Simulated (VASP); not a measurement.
# Pt (Pm-3m) in VASP: a series of runs, part 2 of 2

VASP 6.6.1. Earlier steps stand in the parts before.

### 4 Relaxation of cell and atoms, PBE, target pressure 41 GPa, at which the enthalpy is minimised

The input, INCAR:

```
SYSTEM = Pt
ALGO = Normal
EDIFF = 1E-6
EDIFFG = -0.005
ENCUT = 600
GGA = PE
IBRION = 2
ISIF = 3
ISMEAR = -1
LASPH = .TRUE.
LCHARG = .FALSE.
LREAL = .FALSE.
LWAVE = .FALSE.
NELM = 80
NSW = 32
PREC = Accurate
PSTRESS = 410.0
SIGMA = 0.1
```

The input, KPOINTS:

```
k-points
0
G
  15 15 15
  0 0 0
```

The input, POSCAR:

```
Pt
1.0
    2.4981338867      0.0000000000      0.0000000000
    0.0000000000      2.4981338867      0.0000000000
    0.0000000000      0.0000000000      2.4981338867
Pt
1
Direct
    0.0000000000      0.0000000000      0.0000000000
```

Potentials or basis: VASP PAW PBE potentials, release 64 (Pt).

Started as:

```console
$ cat potpaw_PBE.64/Pt/POTCAR > POTCAR
$ mpirun -np 1 vasp_std > vasp.out
```

OUTCAR:

```text
SYSTEM = Pt
   EDIFF = 1E-6
   EDIFFG = -0.005
   ENCUT = 600
   GGA = PE
   IBRION = 2
   ISIF = 3
   ISMEAR = -1
   LASPH = .TRUE.
   LREAL = .FALSE.
   NELM = 80
   NSW = 32
   PREC = Accurate
   PSTRESS = 410.0

 ion  position               nearest neighbor table
   1  0.000  0.000  0.000-

  LATTYP: Found a simple cubic cell.
 ALAT       =     2.4981338867

  Lattice vectors:

 A1 = (   2.4981338867,   0.0000000000,   0.0000000000)
 A2 = (   0.0000000000,   2.4981338867,   0.0000000000)
 A3 = (   0.0000000000,   0.0000000000,   2.4981338867)

Analysis of symmetry for initial positions (statically):
=====================================================================
 Subroutine PRICEL returns:
 Original cell was already a primitive cell.

 Routine SETGRP: Setting up the symmetry group for a
 simple cubic supercell.

 Subroutine GETGRP returns: Found 48 space group operations
 (whereof 48 operations were pure point group operations)
 out of a pool of 48 trial point group operations.

The static configuration has the point symmetry O_h .

Analysis of symmetry for dynamics (positions and initial velocities):
=====================================================================
 Subroutine PRICEL returns:
 Original cell was already a primitive cell.

 Routine SETGRP: Setting up the symmetry group for a
 simple cubic supercell.

 Subroutine GETGRP returns: Found 48 space group operations
 (whereof 48 operations were pure point group operations)
 out of a pool of 48 trial point group operations.

The dynamic configuration has the point symmetry O_h .

 Subroutine INISYM returns: Found 48 space group operations
 (whereof 48 operations are pure point group operations),
 and found     1 'primitive' translations

----------------------------------------------------------------------------------------

                                     Primitive cell

  volume of cell :      15.5900

  direct lattice vectors                    reciprocal lattice vectors
     2.498133887  0.000000000  0.000000000     0.400298801  0.000000000  0.000000000
     0.000000000  2.498133887  0.000000000     0.000000000  0.400298801  0.000000000
     0.000000000  0.000000000  2.498133887     0.000000000  0.000000000  0.400298801

  length of vectors
     2.498133887  2.498133887  2.498133887     0.400298801  0.400298801  0.400298801

  position of ions in fractional coordinates (direct lattice)
     0.000000000  0.000000000  0.000000000

  ion indices of the primitive-cell ions
   primitive index   ion index
                 1           1

----------------------------------------------------------------------------------------

 KPOINTS: k-points

Automatic generation of k-mesh.
 Grid dimensions read from file:
 generate k-points for:   15   15   15

 Generating k-lattice:

  Cartesian coordinates                     Fractional coordinates (reciprocal lattice)
     0.026686587  0.000000000  0.000000000     0.066666667  0.000000000  0.000000000
     0.000000000  0.026686587  0.000000000     0.000000000  0.066666667  0.000000000
     0.000000000  0.000000000  0.026686587     0.000000000  0.000000000  0.066666667

  Length of vectors
     0.026686587  0.026686587  0.026686587

  Shift w.r.t. Gamma in fractional coordinates (k-lattice)
     0.000000000  0.000000000  0.000000000

 Subroutine IBZKPT returns following result:
 ===========================================

 Found    120 irreducible k-points:

 Following reciprocal coordinates:
            Coordinates               Weight
  0.000000  0.000000  0.000000      1.000000
  0.066667  0.000000  0.000000      6.000000
  0.133333  0.000000  0.000000      6.000000
  0.200000  0.000000  0.000000      6.000000
  0.266667  0.000000  0.000000      6.000000
  0.333333  0.000000  0.000000      6.000000
[... 16 lines left out ...]
  0.266667  0.200000  0.000000     24.000000
  0.333333  0.200000  0.000000     24.000000
 [... further k-points ...]
   k-points           NKPTS =    120   k-points in BZ     NKDIM =    120   number of bands    NBANDS=      9
   number of dos      NEDOS =    301   number of ions     NIONS =      1
   total plane-waves  NPLWV =   8000
   dimension x,y,z NGX =    20 NGY =   20 NGZ =   20
   dimension x,y,z NGXF=    40 NGYF=   40 NGZF=   40
   ions per type =               1
   NGX,Y,Z   is equivalent  to a cutoff of  13.31, 13.31, 13.31 a.u.
   NGXF,Y,Z  is equivalent  to a cutoff of  26.62, 26.62, 26.62 a.u.
 SYSTEM =  Pt
   PREC   = accura    normal or accurate (medium, high low for compatibility)
   ISTART =      0    job   : 0-new  1-cont  2-samecut
   ICHARG =      2    charge: 1-file 2-atom 10-const
   ISPIN  =      1    spin polarized calculation?
   LNONCOLLINEAR =      F non collinear calculations
   LSORBIT =      F    spin-orbit coupling
   LASPH  =      T    aspherical Exc in radial PAW
   ENCUT  =  600.0 eV  44.10 Ry    6.64 a.u.   4.99  4.99  4.99*2*pi/ulx,y,z
   NELM   =     80;   NELMIN=  2; NELMDL= -5     # of ELM steps
   EDIFF  = 0.1E-05   stopping-criterion for ELM
   LREAL  =      F    real-space projection
   EDIFFG = -.5E-02   stopping-criterion for IOM
   NSW    =     32    number of steps for IOM
   IBRION =      2    ionic relax: 0-MD 1-quasi-New 2-CG
   NFREE  =      1    steps in history (QN), initial steepest desc. (CG)
   ISIF   =      3    stress and relaxation
   ISYM   =      2    0-nonsym 1-usesym 2-fastsym
   POTIM  = 0.5000    time-step for ionic-motion
   TEBEG  =    0.0;   TEEND  =   0.0 temperature during run
   PSTRESS=  410.0 pullay stress
   NELECT =      10.0000    total number of electrons
   NUPDOWN=      -1.0000    fix difference up-down
   EMIN   =  10.00;   EMAX   =-10.00  energy-range for DOS
   EFERMI =   0.00;   METHOD = LEGACY
   ISMEAR =    -1;   SIGMA  =   0.10  broadening in eV -4-tet -1-fermi 0-gaus
   EFERMI_NEDOS =   21; number of points for ismear=-14 and -15
   IALGO  =     38    algorithm
   IMIX   =      4    mixing-type and parameters
     AMIX     =   0.40;   BMIX     =  1.00
     AMIX_MAG =   1.60;   BMIX_MAG =  1.00
  volume/ion in A,a.u.               =      15.59       105.21
  Fermi-wavevector in a.u.,A,eV,Ry     =   1.411863  2.668034 27.121257  1.993356
  Thomas-Fermi vector in A             =   2.533670
   LORBIT       =      0    0 simple, 1 ext, 2 COOP (PROOUT), +10 PAW based schemes
   GGA     = PE    functional components
   LHFCALC =     F    Hartree Fock is set to
   AEXX    =    0.0000 exact exchange contribution
   IVDW    =     0    specifies the selected vdW correction
   LEPSILON=     F    determine dielectric tensor
   LRPA    =     F    only Hartree local field effects (RPA)
 conjugate gradient relaxation of ions
 non-spin polarized calculation
  energy-cutoff  :      600.00
  volume of cell :       15.59
 maximum number of plane-waves:       535
 NGX is ok and might be reduce to    20
   NGX =  9   NGY =  9   NGZ =  9

--------------------------------------- Ionic step        1  -------------------------------------------

 number of electron      10.0000003 magnetization

 Free energy of the ion-electron system (eV)
  ---------------------------------------------------
  ext. energy  EPLUGINS =         0.00000000
  ---------------------------------------------------
  free energy    TOTEN  =        -5.40697511 eV

  energy without entropy =       -5.37261401  energy(sigma->0) =       -5.38979456

------------------------ aborting loop because EDIFF is reached ----------------------------------------

  FORCE on cell =-STRESS in cart. coord.  units (eV):
  Direction    XX          YY          ZZ          XY          YZ          ZX
  --------------------------------------------------------------------------------------
  -------------------------------------------------------------------------------------
  Total        3.9220486      3.9220486      3.9220486     -0.0000000     -0.0000000     -0.0000000
  in kB      403.0662400    403.0662400    403.0662400     -0.0000000     -0.0000000     -0.0000000
  external PRESSURE =      -6.9337600 kB  Pullay stress =     410.0000000 kB
[... 61 lines left out ...]
--------------------------------------- Ionic step        3  -------------------------------------------

 number of electron      10.0000003 magnetization

 Free energy of the ion-electron system (eV)
  ---------------------------------------------------
  ext. energy  EPLUGINS =         0.00000000
  ---------------------------------------------------
  free energy    TOTEN  =        -5.39978373 eV

  energy without entropy =       -5.36552823  energy(sigma->0) =       -5.38265598

 E-fermi :  10.7217     XC(G=0): -13.1472

 val. band max:       10.6868723689   @ k =   0.4667   0.0667   0.0667
 cond. band min:      10.7273523832   @ k =   0.3333   0.1333   0.0667
 fundamental gap:      0.0404800143
 Fermi energy:        10.7216993774

 k-point     1 :       0.0000    0.0000    0.0000
  band No.  band energies     occupation
      1       0.9149      2.00000
      2       3.7621      2.00000
      3       3.7621      2.00000
      4      11.1781      0.02063
      5      11.1781      0.02063
      6      11.1781      0.02063
      7      26.7277      0.00000
      8      26.7277      0.00000
      9      26.7277      0.00000
[... 265 lines left out ...]
 k-point    24 :       0.3333    0.2000    0.0000
  band No.  band energies     occupation
      1       3.9458      2.00000
      2       5.3994      2.00000
      3       6.7310      2.00000
      4       9.1488      2.00000
      5       9.3380      2.00000
      6      10.3735      1.94035
      7      19.5729      0.00000
      8      25.5636      0.00000
      9      29.7325      0.00000

 [... further k-points ...]
[... 5 lines left out ...]
  --------------------------------------------------------------------------------------
  -------------------------------------------------------------------------------------
  Total        3.9860283      3.9860283      3.9860283     -0.0000000     -0.0000000      0.0000000
  in kB      410.3876377    410.3876377    410.3876377     -0.0000000     -0.0000000      0.0000000
  external PRESSURE =       0.3876377 kB  Pullay stress =     410.0000000 kB
[... 20 lines left out ...]
  energy  without entropy=       -5.3655282272  energy(sigma->0) =       -5.38265598

  enthalpy is  TOTEN    =        -1.4175204917 eV   P V=        3.9822632407

 reached required accuracy - stopping structural energy minimisation
```

OSZICAR:

```text
N       E                     dE             d eps       ncg     rms          rms(c)
DAV:   1     0.418730929053E+02    0.41873E+02   -0.61103E+03  2192   0.117E+03
DAV:   2    -0.527748830526E+01   -0.47151E+02   -0.45574E+02  2297   0.199E+02
DAV:   3    -0.573140456097E+01   -0.45392E+00   -0.45089E+00  2566   0.201E+01
DAV:   4    -0.573319949048E+01   -0.17949E-02   -0.17948E-02  2446   0.130E+00
[... 16 lines left out ...]
DAV:   1    -0.540521973172E+01   -0.38198E-01   -0.12093E-01  2176   0.383E+00    0.517E-01
DAV:   2    -0.540003994723E+01    0.51798E-02   -0.14038E-02  2171   0.110E+00    0.216E-01
DAV:   3    -0.539976232948E+01    0.27762E-03   -0.12726E-03  2293   0.312E-01    0.116E-01
DAV:   4    -0.539978299308E+01   -0.20664E-04   -0.63271E-05  2266   0.638E-02    0.848E-03
DAV:   5    -0.539978373238E+01   -0.73931E-06   -0.13098E-06  2545   0.940E-03
   3 F= -.14175205E+01 E0= -.14003927E+01  d E =-.631726E-04
```

It took 30 s on 1 thread of Intel Xeon Platinum 8375C at 2.90GHz (Ice Lake), shared host; peak memory 0.14 GiB.

What came out:

| Property | Result |
| --- | --- |
| Free energy | -5.3998 eV |
| Relaxed volume | 15.56 Å³/atom |
| Relaxed cell | a = 2.497 Å, b = 2.497 Å, c = 2.497 Å, α = 90.00°, β = 90.00°, γ = 90.00° |
| Space group after relaxing (to 0.05 Å) | Pm-3m (No. 221) |
| Energy change on relaxing (the enthalpy is what falls) | +7.2 meV/atom |
| Ionic steps | 3 |
| Pressure after relaxing | 41.0 GPa |
| Band gap on the k mesh | zero (band 5 reaches 13.19 eV, above the bottom of band 6 at 9.36 eV) |

Step by step:
```csv
step,energy change (eV),largest force (eV/Å),pressure (GPa),volume (Å³)
1,0.0000,0.0000,40.31,15.59
2,0.0400,0.0000,44.11,15.44
3,0.0072,0.0000,41.04,15.56
```

Final structure:
```yaml
crystal:
  lattice:
    - [2.49662, 0.00000, 0.00000]
    - [0.00000, 2.49662, 0.00000]
    - [0.00000, 0.00000, 2.49662]
  atoms:
    - { symbol: Pt, position: [0.00000, 0.00000, 0.00000] }
```

Caveat: the cell is relaxed towards a set pressure, so the enthalpy falls and the energy may rise; spin-orbit coupling is left out, which moves the levels of the heavy elements.

### 5 The runs side by side

```csv
task,cell,cutoff (eV),gap on the mesh (eV),pressure (GPa)
single point,"a = 2.498 Å, 1 atom",520,none,40.2
relaxation of cell and atoms,"relaxed to 41 GPa from a = 2.452 Å, 1 atom",600,none,41.0
relaxation of cell and atoms,"relaxed to 41 GPa from a = 2.498 Å, 1 atom",600,none,41.0
```

Alike in all rows: level PBE; potentials or basis VASP PAW PBE potentials, release 64 (Pt); no spin polarisation; k mesh 15 × 15 × 15; smearing fermi-dirac 0.1 eV.

Caveats: spin-orbit coupling is left out, which moves the levels of the heavy elements; the cell is relaxed towards a set pressure, so the enthalpy falls and the energy may rise (some runs).

Total energies depend on the potentials used, so only differences within one code and one set of settings carry meaning.
